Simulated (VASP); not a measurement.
# Br2 in VASP: single point with r2SCAN

Aim: the single point of Br2 with r2SCAN.

Everything below comes from runs of VASP 6.6.1. Logs are shortened: lines on timing, memory, paths and dates and some standing lists are left out, and cuts for length are marked.

### Step 1. The cell of the first run

The cell holds a molecule in a box, 2 atoms: a = 12.000 Å, b = 12.300 Å, c = 12.600 Å, α = 90.00°, β = 90.00°, γ = 90.00°.

### Step 2. Single point, r2SCAN

Contents of POSCAR:

```
Br
1.0
   12.0000000000      0.0000000000      0.0000000000
    0.0000000000     12.3000000000      0.0000000000
    0.0000000000      0.0000000000     12.6000000000
Br
2
Direct
    0.5000000000      0.5000000000      0.4091911516
    0.5000000000      0.5000000000      0.5908088484
```

Contents of INCAR.step1:

```
SYSTEM = Br
ALGO = Normal ; EDIFF = 1E-4
ENCUT = 520 ; GGA = PE
ISMEAR = -1 ; LASPH = .TRUE.
LCHARG = .FALSE. ; LREAL = .FALSE.
LWAVE = .TRUE. ; NBANDS = 14
NELM = 60 ; PREC = Accurate
SIGMA = 0.01
```

Contents of INCAR.step2:

```
SYSTEM = Br
ALGO = Normal ; EDIFF = 1E-6
ENCUT = 520 ; ISIF = 2
ISMEAR = -1 ; ISTART = 1
LASPH = .TRUE. ; LCHARG = .FALSE.
LMIXTAU = .TRUE. ; LREAL = .FALSE.
LWAVE = .FALSE. ; METAGGA = R2SCAN
NBANDS = 14 ; NELM = 60
PREC = Accurate ; SIGMA = 0.01
```

Contents of KPOINTS:

```
k-points
0
G
  1 1 1
  0 0 0
```

Potentials or basis: VASP PAW PBE potentials, release 64 (Br).

Started as:

```bash
cat potpaw_PBE.64/Br/POTCAR > POTCAR
cp INCAR.step1 INCAR
mpirun -np 1 vasp_gam > vasp.out
cp INCAR.step2 INCAR
mpirun -np 1 vasp_gam > vasp.out
```

OUTCAR:

```text
SYSTEM = Br
   EDIFF = 1E-6
   ENCUT = 520
   ISIF = 2
   ISMEAR = -1
   ISTART = 1
   LASPH = .TRUE.
   LREAL = .FALSE.
   METAGGA = R2SCAN
   NELM = 60
   PREC = Accurate

 ion  position               nearest neighbor table
   1  0.500  0.500  0.409-   2 2.29
   2  0.500  0.500  0.591-   1 2.29

  LATTYP: Found a simple orthorhombic cell.
 ALAT       =    12.0000000000
 B/A-ratio  =     1.0250000000
 C/A-ratio  =     1.0500000000

  Lattice vectors:

 A1 = (  12.0000000000,   0.0000000000,   0.0000000000)
 A2 = (   0.0000000000,  12.3000000000,   0.0000000000)
 A3 = (   0.0000000000,   0.0000000000,  12.6000000000)

Analysis of symmetry for initial positions (statically):
=====================================================================
 Subroutine PRICEL returns:
 Original cell was already a primitive cell.

 Routine SETGRP: Setting up the symmetry group for a
 simple orthorhombic supercell.

 Subroutine GETGRP returns: Found  8 space group operations
 (whereof  8 operations were pure point group operations)
 out of a pool of  8 trial point group operations.

The static configuration has the point symmetry D_2h.

Analysis of symmetry for dynamics (positions and initial velocities):
=====================================================================
 Subroutine PRICEL returns:
 Original cell was already a primitive cell.

 Routine SETGRP: Setting up the symmetry group for a
 simple orthorhombic supercell.

 Subroutine GETGRP returns: Found  8 space group operations
 (whereof  8 operations were pure point group operations)
 out of a pool of  8 trial point group operations.

The dynamic configuration has the point symmetry D_2h.

 Subroutine INISYM returns: Found  8 space group operations
 (whereof  8 operations are pure point group operations),
 and found     1 'primitive' translations

----------------------------------------------------------------------------------------

                                     Primitive cell

  volume of cell :    1859.7600

  direct lattice vectors                    reciprocal lattice vectors
    12.000000000  0.000000000  0.000000000     0.083333333  0.000000000  0.000000000
     0.000000000 12.300000000  0.000000000     0.000000000  0.081300813  0.000000000
     0.000000000  0.000000000 12.600000000     0.000000000  0.000000000  0.079365079

  length of vectors
    12.000000000 12.300000000 12.600000000     0.083333333  0.081300813  0.079365079

  position of ions in fractional coordinates (direct lattice)
     0.500000000  0.500000000  0.409191152
     0.500000000  0.500000000  0.590808848

  ion indices of the primitive-cell ions
   primitive index   ion index
                 1           1
                 2           2

----------------------------------------------------------------------------------------

 KPOINTS: k-points

Automatic generation of k-mesh.
 Grid dimensions read from file:
 generate k-points for:    1    1    1

 Generating k-lattice:

  Cartesian coordinates                     Fractional coordinates (reciprocal lattice)
     0.083333333  0.000000000  0.000000000     1.000000000  0.000000000  0.000000000
     0.000000000  0.081300813  0.000000000     0.000000000  1.000000000  0.000000000
     0.000000000  0.000000000  0.079365079     0.000000000  0.000000000  1.000000000

  Length of vectors
     0.083333333  0.081300813  0.079365079

  Shift w.r.t. Gamma in fractional coordinates (k-lattice)
     0.000000000  0.000000000  0.000000000

 Subroutine IBZKPT returns following result:
 ===========================================

 Found      1 irreducible k-points:

 Following reciprocal coordinates:
            Coordinates               Weight
  0.000000  0.000000  0.000000      1.000000
   k-points           NKPTS =      1   k-points in BZ     NKDIM =      1   number of bands    NBANDS=     14
   number of dos      NEDOS =    301   number of ions     NIONS =      2
   total plane-waves  NPLWV = 829440
   dimension x,y,z NGX =    90 NGY =   96 NGZ =   96
   dimension x,y,z NGXF=   180 NGYF=  192 NGZF=  192
   ions per type =               2
   NGX,Y,Z   is equivalent  to a cutoff of  12.47, 12.98, 12.67 a.u.
   NGXF,Y,Z  is equivalent  to a cutoff of  24.94, 25.95, 25.33 a.u.
 SYSTEM =  Br
   PREC   = accura    normal or accurate (medium, high low for compatibility)
   ISTART =      1    job   : 0-new  1-cont  2-samecut
   ICHARG =      0    charge: 1-file 2-atom 10-const
   ISPIN  =      1    spin polarized calculation?
   LNONCOLLINEAR =      F non collinear calculations
   LSORBIT =      F    spin-orbit coupling
   LASPH  =      T    aspherical Exc in radial PAW
   ENCUT  =  520.0 eV  38.22 Ry    6.18 a.u.  22.31 22.87 23.43*2*pi/ulx,y,z
   NELM   =     60;   NELMIN=  2; NELMDL=  0     # of ELM steps
   EDIFF  = 0.1E-05   stopping-criterion for ELM
   LREAL  =      F    real-space projection
   EDIFFG = 0.1E-04   stopping-criterion for IOM
   NSW    =      0    number of steps for IOM
   IBRION =     -1    ionic relax: 0-MD 1-quasi-New 2-CG
   NFREE  =      0    steps in history (QN), initial steepest desc. (CG)
   ISIF   =      2    stress and relaxation
   ISYM   =      2    0-nonsym 1-usesym 2-fastsym
   POTIM  = 0.5000    time-step for ionic-motion
   TEBEG  =    0.0;   TEEND  =   0.0 temperature during run
   PSTRESS=    0.0 pullay stress
   NELECT =      14.0000    total number of electrons
   NUPDOWN=      -1.0000    fix difference up-down
   EMIN   =  10.00;   EMAX   =-10.00  energy-range for DOS
   EFERMI =   0.00;   METHOD = LEGACY
   ISMEAR =    -1;   SIGMA  =   0.01  broadening in eV -4-tet -1-fermi 0-gaus
   EFERMI_NEDOS =   21; number of points for ismear=-14 and -15
   IALGO  =     38    algorithm
   IMIX   =      4    mixing-type and parameters
     AMIX     =   0.40;   BMIX     =  1.00
     AMIX_MAG =   1.60;   BMIX_MAG =  1.00
  volume/ion in A,a.u.               =     929.88      6275.14
  Fermi-wavevector in a.u.,A,eV,Ry     =   0.320847  0.606314  1.400625  0.102943
  Thomas-Fermi vector in A             =   1.207823
   LORBIT       =      0    0 simple, 1 ext, 2 COOP (PROOUT), +10 PAW based schemes
   METAGGA = R2SCAN    functional components
   LHFCALC =     F    Hartree Fock is set to
   AEXX    =    0.0000 exact exchange contribution
   IVDW    =     0    specifies the selected vdW correction
   LEPSILON=     F    determine dielectric tensor
   LRPA    =     F    only Hartree local field effects (RPA)
 non-spin polarized calculation
  energy-cutoff  :      520.00
  volume of cell :     1859.76
 maximum number of plane-waves:     25042
 NGX is ok and might be reduce to    90
   NGX = 45   NGY = 45   NGZ = 47

 number of electron      13.9999998 magnetization

 Free energy of the ion-electron system (eV)
  ---------------------------------------------------
  ext. energy  EPLUGINS =         0.00000000
  ---------------------------------------------------
  free energy    TOTEN  =       -26.15333074 eV

  energy without entropy =      -26.15333074  energy(sigma->0) =      -26.15333074

 E-fermi :  -6.6589     XC(G=0):  -0.4631

 val. band max:       -6.9043742806   @ k =   0.0000   0.0000   0.0000
 cond. band min:      -4.2792979556   @ k =   0.0000   0.0000   0.0000
 fundamental gap:      2.6250763250
 Fermi energy:        -6.6589270436

 k-point     1 :       0.0000    0.0000    0.0000
  band No.  band energies     occupation
      1     -22.7097      2.00000
      2     -19.6441      2.00000
      3     -11.0652      2.00000
      4      -9.0402      2.00000
      5      -9.0402      2.00000
      6      -6.9044      2.00000
      7      -6.9044      2.00000
      8      -4.2793      0.00000
      9       0.0166      0.00000
     10       0.8916      0.00000
     11       1.0401      0.00000
     12       1.0569      0.00000
     13       1.0952      0.00000
     14       1.1473      0.00000

------------------------ aborting loop because EDIFF is reached ----------------------------------------

  FORCE on cell =-STRESS in cart. coord.  units (eV):
  Direction    XX          YY          ZZ          XY          YZ          ZX
  --------------------------------------------------------------------------------------
  -------------------------------------------------------------------------------------
  Total        0.0027365      0.0027677     -0.0302977      0.0000000      0.0000000      0.0000000
  in kB        0.0023575      0.0023844     -0.0261014      0.0000000      0.0000000      0.0000000
  external PRESSURE =      -0.0071198 kB  Pullay stress =       0.0000000 kB

 VOLUME and BASIS-vectors are now :
 -----------------------------------------------------------------------------
  energy-cutoff  :      520.00
  volume of cell :     1859.76
      direct lattice vectors                 reciprocal lattice vectors
    12.000000000  0.000000000  0.000000000     0.083333333  0.000000000  0.000000000
     0.000000000 12.300000000  0.000000000     0.000000000  0.081300813  0.000000000
     0.000000000  0.000000000 12.600000000     0.000000000  0.000000000  0.079365079

 POSITION                                       TOTAL-FORCE (eV/Angst)
 -----------------------------------------------------------------------------------
      6.00000      6.15000      5.15581         0.000000      0.000000      0.014527
      6.00000      6.15000      7.44419         0.000000      0.000000     -0.014527
 -----------------------------------------------------------------------------------
    total drift:                                0.000000     -0.000000     -0.000000

  FREE ENERGIE OF THE ION-ELECTRON SYSTEM (eV)
  ---------------------------------------------------
  free  energy   TOTEN  =       -26.1533307435 eV

  energy  without entropy=      -26.1533307435  energy(sigma->0) =      -26.15333074
```

Wall time 4 min (1 thread of Intel Xeon 6975P-C (Granite Rapids), shared host); peak memory 1.6 GiB.

What came out:

```yaml
Free_energy: -26.1533 eV
Largest_force: 0.015 eV/Å
Gap_between_the_frontier_levels: 2.63 eV
```

Forces on the atoms (eV/Å):
```
Br   0.000  0.000  0.015
Br   0.000  0.000 -0.015
```

Caveat: the PAW data sets were made with another functional, which shifts forces and pressure a little.
